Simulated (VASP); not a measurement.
A run of VASP 6.6.1:

The input INCAR:

```
SYSTEM = SnSe2
ALGO = Normal ; EDIFF = 1E-6
EDIFFG = -0.01 ; ENCUT = 600
GGA = PS ; IBRION = 2
ISIF = 4 ; ISMEAR = 0
IVDW = 12 ; LASPH = .True.
LCHARG = .False. ; LREAL = .False.
LWAVE = .False. ; NELM = 60
NSW = 50 ; PREC = Accurate
SIGMA = 0.02
```

KPOINTS

```
k-points
0
Gamma
  12 12 6
  0 0 0
```

POSCAR

```
SnSe2
1.0
    3.8439714199      0.0000000000      0.0000000000
   -1.9219857099      3.3289769011      0.0000000000
    0.0000000000      0.0000000000      5.9439730892
Sn Se
1 2
Direct
    0.0000000000      0.0000000000      0.0000000000
    0.3333333333      0.6666666667      0.2691692581
    0.6666666667      0.3333333333      0.7308307419
```

Potentials or basis: VASP PAW PBE potentials, release 64 (Sn_d, Se).

Command:

```bash
$ cat potpaw_PBE.64/Sn_d/POTCAR potpaw_PBE.64/Se/POTCAR > POTCAR
$ mpirun -np 1 vasp_std > vasp.out
```

Hardware: 1 thread of Oxide Virtual Turin-like Processor (shared host).

Problem. How long does it take, and how much memory?

Solution. It took 14 min on 1 thread of Oxide Virtual Turin-like Processor, on a shared host, peak memory 0.31 GiB. Counts: scf iterations 41, k points 100, ion steps 6.
